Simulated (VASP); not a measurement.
A run of VASP 6.6.1:

POSCAR

```
Mg
1.0
    3.1580938784      0.0000000000      0.0000000000
   -1.5790469392      2.7349895262      0.0000000000
    0.0000000000      0.0000000000      5.1058029404
Mg
2
Direct
    0.3333333333      0.6666666667      0.2500000000
    0.6666666667      0.3333333333      0.7500000000
```

Contents of INCAR.step1:

```
PREC = Accurate
ENCUT = 520
ISMEAR = -1
SIGMA = 0.1
LREAL = F
LASPH = T
NELM = 100
NBANDS = 9
GGA = PE
ALGO = Normal
EDIFF = 1E-4
LWAVE = T
LCHARG = F
```

The input INCAR.step2:

```
PREC = Accurate
ENCUT = 520
EDIFF = 1E-6
ISMEAR = -1
SIGMA = 0.1
LREAL = F
LASPH = T
NELM = 100
ALGO = Normal
ISIF = 2
LWAVE = F
LCHARG = T
METAGGA = R2SCAN
LMIXTAU = T
LELF = T
LVHAR = T
NBANDS = 9
ISTART = 1
```

KPOINTS

```
regular mesh
0
Gamma
  18 18 10
```

Potentials or basis: VASP PAW PBE potentials, release 64 (Mg).

The run is started by

```bash
$ cat potpaw_PBE.64/Mg/POTCAR > POTCAR
$ cp INCAR.step1 INCAR
$ mpirun -np 1 vasp_std > vasp.out
$ cp INCAR.step2 INCAR
$ mpirun -np 1 vasp_std > vasp.out
```

Hardware: 1 thread of Intel(R) Xeon(R) Platinum 8488C (Sapphire Rapids) (shared host).

Question: How long does it take, and how much memory?

Answer: Wall time 120 s on 1 thread of Intel(R) Xeon(R) Platinum 8488C (Sapphire Rapids), with other jobs on the host, peak memory 0.22 GiB. Counts: k points 222.
